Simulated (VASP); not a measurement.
# CuI (F-43m) in VASP: notebook

Aim: see how the results for CuI move with the level of theory and the settings. Levels: PBEsol, PBE. Tasks: vibrations by perturbation theory, dielectric tensor.

Everything below comes from runs of VASP 6.6.1. Logs are shortened: lines on timing, memory, paths and dates and some standing lists are left out, and cuts for length are marked.

## (1) The cell of the first run

Symmetry: F-43m, No. 216, cubic system. Conventional cell: a = 5.939 Å, b = 5.939 Å, c = 5.939 Å, α = 90.00°, β = 90.00°, γ = 90.00°. Within 3.4 Å of Cu (site symmetry -43m) lie 4 I at 2.57 Å. I (site symmetry -43m) has 4 Cu at 2.57 Å within 3.4 Å.

## (2) Vibrations by perturbation theory, PBEsol

The input, INCAR:

```
PREC = Accurate
ENCUT = 520
EDIFF = 1E-8
ISMEAR = 0
SIGMA = 0.01
LREAL = False
LASPH = True
NELM = 80
ALGO = Normal
ISIF = 2
LWAVE = False
LCHARG = False
GGA = PS
NBANDS = 16
IBRION = 8
NSW = 1
LEPSILON = True
```

The input, KPOINTS:

```
regular mesh
0
Gamma
  6 6 6
```

The input, POSCAR:

```
CuI
1.0
    0.0000000000      2.9696000542      2.9696000542
    2.9696000542      0.0000000000      2.9696000542
    2.9696000542      2.9696000542      0.0000000000
Cu I
1 1
Direct
    0.2500000000      0.2500000000      0.2500000000
    0.0000000000      0.0000000000      0.0000000000
```

Potentials or basis: VASP PAW PBE potentials, release 64 (Cu, I).

The run is started by

```console
$ cat potpaw_PBE.64/Cu/POTCAR potpaw_PBE.64/I/POTCAR > POTCAR
$ mpirun -np 1 vasp_std > vasp.out
```

OUTCAR:

```text
PREC = Accurate
   ENCUT = 520
   EDIFF = 1E-8
   ISMEAR = 0
   LREAL = False
   LASPH = True
   NELM = 80
   ISIF = 2
   GGA = PS
   IBRION = 8
   NSW = 1
   LEPSILON = True

 ion  position               nearest neighbor table
   1  0.250  0.250  0.250-   2 2.57   2 2.57   2 2.57   2 2.57
   2  0.000  0.000  0.000-   1 2.57   1 2.57   1 2.57   1 2.57

  LATTYP: Found a face centered cubic cell.
 ALAT       =     5.9392001084

  Lattice vectors:

 A1 = (   0.0000000000,   2.9696000542,   2.9696000542)
 A2 = (   2.9696000542,   0.0000000000,   2.9696000542)
 A3 = (   2.9696000542,   2.9696000542,   0.0000000000)

Analysis of symmetry for initial positions (statically):
=====================================================================
 Subroutine PRICEL returns:
 Original cell was already a primitive cell.

 Routine SETGRP: Setting up the symmetry group for a
 face centered cubic supercell.

 Subroutine GETGRP returns: Found 24 space group operations
 (whereof 24 operations were pure point group operations)
 out of a pool of 48 trial point group operations.

The static configuration has the point symmetry T_d .

Analysis of symmetry for dynamics (positions and initial velocities):
=====================================================================
 Subroutine PRICEL returns:
 Original cell was already a primitive cell.

 Routine SETGRP: Setting up the symmetry group for a
 face centered cubic supercell.

 Subroutine GETGRP returns: Found 24 space group operations
 (whereof 24 operations were pure point group operations)
 out of a pool of 48 trial point group operations.

The dynamic configuration has the point symmetry T_d .

 Subroutine INISYM returns: Found 24 space group operations
 (whereof 24 operations are pure point group operations),
 and found     1 'primitive' translations

----------------------------------------------------------------------------------------

                                     Primitive cell

  volume of cell :      52.3750

  direct lattice vectors                    reciprocal lattice vectors
     0.000000000  2.969600054  2.969600054    -0.168372842  0.168372842  0.168372842
     2.969600054  0.000000000  2.969600054     0.168372842 -0.168372842  0.168372842
     2.969600054  2.969600054  0.000000000     0.168372842  0.168372842 -0.168372842

  length of vectors
     4.199648671  4.199648671  4.199648671     0.291630317  0.291630317  0.291630317

  position of ions in fractional coordinates (direct lattice)
     0.250000000  0.250000000  0.250000000
     0.000000000  0.000000000  0.000000000

  ion indices of the primitive-cell ions
   primitive index   ion index
                 1           1
                 2           2

----------------------------------------------------------------------------------------

 KPOINTS: regular mesh

Automatic generation of k-mesh.
 Grid dimensions read from file:
 generate k-points for:    6    6    6

 Generating k-lattice:

  Cartesian coordinates                     Fractional coordinates (reciprocal lattice)
    -0.028062140  0.028062140  0.028062140     0.166666667  0.000000000  0.000000000
     0.028062140 -0.028062140  0.028062140     0.000000000  0.166666667  0.000000000
     0.028062140  0.028062140 -0.028062140     0.000000000  0.000000000  0.166666667

  Length of vectors
     0.048605053  0.048605053  0.048605053

  Shift w.r.t. Gamma in fractional coordinates (k-lattice)
     0.000000000  0.000000000  0.000000000

 Subroutine IBZKPT returns following result:
 ===========================================

 Found     16 irreducible k-points:

 Following reciprocal coordinates:
            Coordinates               Weight
  0.000000  0.000000  0.000000      1.000000
  0.166667  0.000000  0.000000      8.000000
[... 396 lines left out ...]
  volume of cell :       52.37
      direct lattice vectors                 reciprocal lattice vectors
     0.000000000  2.969600054  2.969600054    -0.168372842  0.168372842  0.168372842
     2.969600054  0.000000000  2.969600054     0.168372842 -0.168372842  0.168372842
     2.969600054  2.969600054  0.000000000     0.168372842  0.168372842 -0.168372842

 POSITION                                       TOTAL-FORCE (eV/Angst)
 -----------------------------------------------------------------------------------
      1.48480      1.48480      1.48480        -0.000000     -0.000000      0.000000
      0.00000      0.00000      0.00000         0.000000      0.000000     -0.000000
 -----------------------------------------------------------------------------------
    total drift:                                0.000000      0.000000      0.000000

  FREE ENERGIE OF THE ION-ELECTRON SYSTEM (eV)
  ---------------------------------------------------
  free  energy   TOTEN  =        -6.3176275031 eV

  energy  without entropy=       -6.3176275031  energy(sigma->0) =       -6.31762750

 HEAD OF MICROSCOPIC STATIC DIELECTRIC TENSOR (INDEPENDENT PARTICLE, excluding Hartree and local field effects)
 ------------------------------------------------------
           7.900759     0.000000     0.000000
           0.000000     7.900759     0.000000
           0.000000     0.000000     7.900759
 ------------------------------------------------------

 Free energy of the ion-electron system (eV)
  ---------------------------------------------------
  ---------------------------------------------------
  free energy    TOTEN  =        -0.99570432 eV

  energy without entropy =       -0.99570432

------------------------ aborting loop because EDIFF is reached ----------------------------------------

--------------------------------------- Ionic step        2  -------------------------------------------

------------------------ aborting loop because EDIFF is reached ----------------------------------------

--------------------------------------- Ionic step        3  -------------------------------------------

------------------------ aborting loop because EDIFF is reached ----------------------------------------

 PIEZOELECTRIC TENSOR FIELD DIRECTION 3  (e Angst)
 -----------------------------------------------------------------------------
    -0.00339  1.09931  0.00000           (  0.00001 -0.11331  0.00000)
     1.09931 -0.00339  0.00000           ( -0.11331  0.00001  0.00000)
     0.00000  0.00000  0.00254           (  0.00000  0.00000 -0.00000)

 PIEZOELECTRIC TENSOR FIELD DIRECTION 3  (C/m^2)
 -----------------------------------------------------------------------------
    -0.00104  0.33629  0.00000
     0.33629 -0.00104  0.00000
     0.00000  0.00000  0.00078

--------------------------------------- Ionic step        4  -------------------------------------------

------------------------ aborting loop because EDIFF is reached ----------------------------------------

[... ionic steps 5 to 6 ...]

--------------------------------------- Ionic step        7  -------------------------------------------

 Free energy of the ion-electron system (eV)
  ---------------------------------------------------
  ---------------------------------------------------
  free energy    TOTEN  =        -0.07765528 eV

  energy without entropy =       -0.07765528

------------------------ aborting loop because EDIFF is reached ----------------------------------------

 INTERNAL STRAIN TENSOR  FOR ION    2  DIRECTION 1   (eV/Angst):
 -----------------------------------------------------------------------------
    -0.01537  0.00000  0.00000
     0.00000  0.02143  4.22699
     0.00000  4.22699  0.02143

 MACROSCOPIC STATIC DIELECTRIC TENSOR (including local field effects in DFT)
 ------------------------------------------------------
           7.517445    -0.000000    -0.000000
           0.000000     7.517445    -0.000000
           0.000000    -0.000000     7.517445
 ------------------------------------------------------

 PIEZOELECTRIC TENSOR (including local field effects)  for field in x, y, z        (e  Angst)
          XX          YY          ZZ          XY          YZ          ZX
  --------------------------------------------------------------------------------
  x     0.00000    -0.00000     0.00000     0.00000     1.15976     0.00000
  y     0.00000     0.00000     0.00000     0.00000     0.00000     1.15976
  z     0.00000     0.00000     0.00000     1.15976     0.00000     0.00000

 PIEZOELECTRIC TENSOR (including local field effects)  for field in x, y, z        (C/m^2)
          XX          YY          ZZ          XY          YZ          ZX
  --------------------------------------------------------------------------------
  x     0.00000    -0.00000     0.00000     0.00000     0.35478     0.00000
  y     0.00000     0.00000     0.00000     0.00000     0.00000     0.35478
  z     0.00000     0.00000     0.00000     0.35478     0.00000     0.00000

 BORN EFFECTIVE CHARGES (including local field effects) (in |e|, cummulative output)
 ---------------------------------------------------------------------------------
 ion    1
    1     1.12737    -0.00000    -0.00000
    2    -0.00000     1.12737    -0.00000
    3    -0.00000     0.00000     1.12737
 ion    2
    1    -1.12737     0.00000     0.00000
    2     0.00000    -1.12737     0.00000
    3     0.00000     0.00000    -1.12737

 INTERNAL STRAIN TENSOR FOR ION    2 for displacements in x,y,z  (eV/Angst):
          X           Y           Z          XY          YZ          ZX
  --------------------------------------------------------------------------------
  x    -0.00000     0.00000     0.00000     0.00000     4.22699     0.00000
  y     0.00000    -0.00000     0.00000     0.00000     0.00000     4.22699
  z     0.00000     0.00000    -0.00000     4.22699     0.00000     0.00000

 SECOND DERIVATIVES (NOT SYMMETRIZED)
 ------------------------------------
               1X          1Y          1Z          2X          2Y          2Z
  1X    -3.245440    0.000000    0.000000    3.245440    0.000000    0.000000
  1Y     0.000000   -3.245440    0.000000    0.000000    3.245440    0.000000
  1Z     0.000000    0.000000   -3.245440    0.000000    0.000000    3.245440
  2X     3.265879    0.000000    0.000000   -3.265879    0.000000    0.000000
  2Y     0.000000    3.265879    0.000000    0.000000   -3.265879    0.000000
  2Z     0.000000    0.000000    3.265879    0.000000    0.000000   -3.265879

 Eigenvectors and eigenvalues of the dynamical matrix
 ----------------------------------------------------

   1 f  =    4.332639 THz    27.222776 2PiTHz  144.521292 cm-1    17.918348 meV
             X         Y         Z           dx          dy          dz
      1.484800  1.484800  1.484800     0.815438    0.000000    0.000000
      0.000000  0.000000  0.000000    -0.578844    0.000000    0.000000
[... 21 lines left out ...]
   6 f/i=    0.006419 THz     0.040335 2PiTHz    0.214131 cm-1     0.026549 meV
             X         Y         Z           dx          dy          dz
      1.484800  1.484800  1.484800    -0.455052    0.357755    0.000000
      0.000000  0.000000  0.000000    -0.641048    0.503982    0.000000

--------------------------------------------------------------------------------------------------------

 MACROSCOPIC STATIC DIELECTRIC TENSOR IONIC CONTRIBUTION
 ------------------------------------------------------
           1.348749    -0.000000    -0.000000
          -0.000000     1.348749    -0.000000
          -0.000000    -0.000000     1.348749
 ------------------------------------------------------

 ELASTIC MODULI CONTR FROM IONIC RELAXATION (kBar)
 Direction    XX          YY          ZZ          XY          YZ          ZX
 --------------------------------------------------------------------------------
 XX          -0.0000      0.0000      0.0000     -0.0000      0.0000     -0.0000
 YY           0.0000     -0.0000      0.0000     -0.0000     -0.0000      0.0000
 ZZ           0.0000      0.0000     -0.0000      0.0000     -0.0000     -0.0000
 XY          -0.0000     -0.0000      0.0000   -181.2060      0.0000      0.0000
 YZ           0.0000     -0.0000     -0.0000      0.0000   -181.2060      0.0000
 ZX          -0.0000      0.0000     -0.0000      0.0000      0.0000   -181.2060
 --------------------------------------------------------------------------------

 PIEZOELECTRIC TENSOR IONIC CONTR  for field in x, y, z        (C/m^2)
          XX          YY          ZZ          XY          YZ          ZX
  --------------------------------------------------------------------------------
  x     0.00000    -0.00000    -0.00000     0.00000    -0.46518     0.00000
  y    -0.00000     0.00000    -0.00000     0.00000     0.00000    -0.46518
  z    -0.00000    -0.00000     0.00000    -0.46518     0.00000     0.00000
```

Run time: 2.4 min. Hardware: 1 thread of Intel Xeon 6975P-C (Granite Rapids), shared host; peak memory 0.26 GiB.

What came out:

```
Electronic dielectric tensor (diagonal)                 : 7.52
Born charges (mean of the diagonal)                     : Cu +1.13; I -1.13 e
Highest phonon frequency at Γ, LO-TO splitting left out : 145 cm⁻¹
```

Phonon frequencies in cm⁻¹ (negative: imaginary):
| q point | frequencies |
| --- | --- |
| (0.000, 0.000, 0.000) | 0 0 0 145 145 145 |

Electronic dielectric tensor:
```
7.52 0.00 0.00
0.00 7.52 0.00
0.00 0.00 7.52
```

Born effective charge tensors (e):
atom 1, Cu
```
1.13 0.00 0.00
0.00 1.13 0.00
0.00 0.00 1.13
```
atom 2, I
```
-1.13  0.00  0.00
 0.00 -1.13  0.00
 0.00  0.00 -1.13
```

Caveat: spin-orbit coupling is left out, which moves the levels of the heavy elements.

[end of part 1 of 2]
